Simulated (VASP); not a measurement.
# C: single point with PBEsol

The system is C.

```
CELL_PARAMETERS angstrom
2.50555 0.00000 0.00000
-1.25277 2.16987 0.00000
0.00000 0.00000 16.53018
ATOMIC_POSITIONS crystal
C 0.00000 0.00000 0.99950
C 0.00000 0.00000 0.09250
C 0.33333 0.66667 0.12382
C 0.33333 0.66667 0.21818
C 0.00000 0.00000 0.24974
C 0.00000 0.00000 0.34401
C 0.33333 0.66667 0.37557
C 0.33333 0.66667 0.46993
C 0.00000 0.00000 0.50125
C 0.00000 0.00000 0.59425
C 0.66667 0.33333 0.62534
C 0.66667 0.33333 0.71836
C 0.33333 0.66667 0.74964
C 0.33333 0.66667 0.84411
C 0.66667 0.33333 0.87539
C 0.66667 0.33333 0.96841
```

```
Program             : VASP 6.6.1
Task                : single point
Functional          : PBEsol
Potentials or basis : VASP PAW PBE potentials, release 64 (C)
Cutoff              : 520 eV
k mesh              : 12 × 12 × 2
Occupations         : gaussian, width 0.02 eV
Spin                : no spin polarisation
```

- Pressure: 1.1 GPa
- Largest force: 0.005 eV/Å
- Band gap on the k mesh: 4.19 eV, indirect (least direct gap 5.21 eV)

Forces in eV/Å, atoms in the order of the input:
```
C    0.000  0.000  0.003
C    0.000  0.000  0.004
C    0.000  0.000  0.003
C    0.000  0.000 -0.003
C    0.000  0.000  0.005
C    0.000  0.000 -0.005
C    0.000  0.000  0.003
C    0.000  0.000 -0.003
C    0.000  0.000 -0.004
C    0.000  0.000 -0.003
C    0.000  0.000  0.002
C    0.000  0.000  0.000
C    0.000  0.000  0.004
C    0.000  0.000 -0.004
C    0.000  0.000  0.000
C    0.000  0.000 -0.002
```

Stress tensor (GPa, compression positive):
```
1.20 0.00 0.00
0.00 1.20 0.00
0.00 0.00 1.01
```

Levels at points of the mesh, in eV from the valence-band top:
| k point | band 30 | band 31 | band 32 | band 33 | band 34 | band 35 |
| --- | --- | --- | --- | --- | --- | --- |
| (0.00, 0.00, 0.00) | -0.25 | 0.00 | 0.00 | 5.21 | 5.21 | 5.43 |
| (0.50, 0.00, 0.00) | -3.75 | -3.72 | -3.02 | 4.46 | 4.81 | 4.83 |
| (0.00, 0.00, 0.50) | -0.24 | -0.15 | -0.15 | 5.35 | 5.35 | 5.55 |
| (0.50, 0.00, 0.50) | -3.69 | -3.22 | -3.21 | 4.54 | 4.55 | 5.23 |

Run time: 3.5 min on 1 thread of Intel(R) Xeon(R) Platinum 8375C CPU @ 2.90GHz (Ice Lake), with other jobs on the host, peak memory 0.25 GiB.

Caveat: the PAW data sets were made with another functional, which shifts forces and pressure a little. A k mesh can miss the band edges.
